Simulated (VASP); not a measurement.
MgZn3O4:

```xyz
8
Lattice="5.9778 -1.6458 0.0068 5.9778 1.6458 0.0068 -2.7017 0.0000 4.9927" Properties=species:S:1:pos:R:3 pbc="T T T"
Mg    0.5208    0.0000    4.5986
Zn    7.8484    0.0000    2.0843
Zn    3.7255    0.0000    4.1489
Zn   11.0435    0.0000    1.6854
O    -1.2307    0.0000    3.6417
O     6.0684    0.0000    1.1319
O     9.2908    0.0000    0.7099
O     1.9514    0.0000    3.2157
```

- Program: VASP 6.6.1
- Task: relaxation of cell and atoms
- Functional: PBEsol
- Potentials or basis: VASP PAW PBE potentials, release 64 (Mg, Zn, O)
- Cutoff: 600 eV
- k mesh: 8 × 8 × 6
- Occupations: fermi-dirac, width 0.02 eV
- Spin: no spin polarisation

At the start: pressure -4.8 GPa; volume 12.29 Å³/atom.

Problem. Where does the relaxation end?

Solution. Over 9 steps the energy falls by 7.0 meV/atom and the volume is 11.84 Å³/atom (-3.7 %); space group Cm (No. 8, to 0.1 Å) before and after.

Step by step:
```
step  energy change (eV)  largest force (eV/Å)  pressure (GPa)  volume (Å³)
   1              0.0000                0.1156           -4.76        98.30
   2             -0.0451                0.0354            2.30        93.20
   3             -0.0561                0.0184            0.03        94.70
   4             -0.0561                0.0199           -0.08        94.77
   5             -0.0561                0.0104           -0.09        94.77
   6             -0.0561                0.0093           -0.09        94.78
   7             -0.0561                0.0046            0.06        94.68
   8             -0.0561                0.0057            0.02        94.70
   9             -0.0562                0.0041            0.01        94.71
```

Final structure:
```
Mg Zn O
1.0
     5.90201   -1.62623    0.00559
     5.90201    1.62623    0.00559
    -2.66837    0.00000    4.93108
Mg Zn O
1 3 4
Direct
  0.25162 0.25162 0.92046
  0.75030 0.75030 0.41549
  0.49907 0.49907 0.82958
  0.99948 0.99948 0.33489
  0.06142 0.06142 0.72896
  0.55847 0.55847 0.22512
  0.80903 0.80903 0.14098
  0.30857 0.30857 0.64244
```

Caveat: the PAW data sets were made with another functional, which shifts forces and pressure a little.
